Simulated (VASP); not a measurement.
A run of VASP 6.6.1:

The input INCAR:

```
PREC = Accurate ; ENCUT = 520
EDIFF = 1E-6 ; ISMEAR = -1
SIGMA = 0.1 ; LREAL = F
LASPH = T ; NELM = 80
ALGO = Normal ; ISIF = 2
LWAVE = F ; LCHARG = F
NBANDS = 17
```

KPOINTS

```
regular mesh
0
Gamma
  11 11 8
```

Contents of POSCAR:

```
NiPt
1.0
    2.5770674930      0.0000000000      0.0000000000
    0.0000000000      2.5770674930      0.0000000000
    0.0000000000      0.0000000000      3.4028697507
Ni Pt
1 1
Direct
    0.5000000000      0.5000000000      0.5000000000
    0.0000000000      0.0000000000      0.0000000000
```

Potentials or basis: VASP PAW LDA potentials, release 64 (Ni, Pt).

Command:

```sh
$ cat potpaw_LDA.64/Ni/POTCAR potpaw_LDA.64/Pt/POTCAR > POTCAR
$ mpirun -np 1 vasp_std > vasp.out
```

Hardware: 1 thread of Intel(R) Xeon(R) Platinum 8488C (Sapphire Rapids), with other jobs on the host.

Q: How long does it take, and how much memory?

A: Run time: 23 s on 1 thread of Intel(R) Xeon(R) Platinum 8488C (Sapphire Rapids) (shared host), peak memory 0.16 GiB. Counts: scf iterations 13, k points 105.
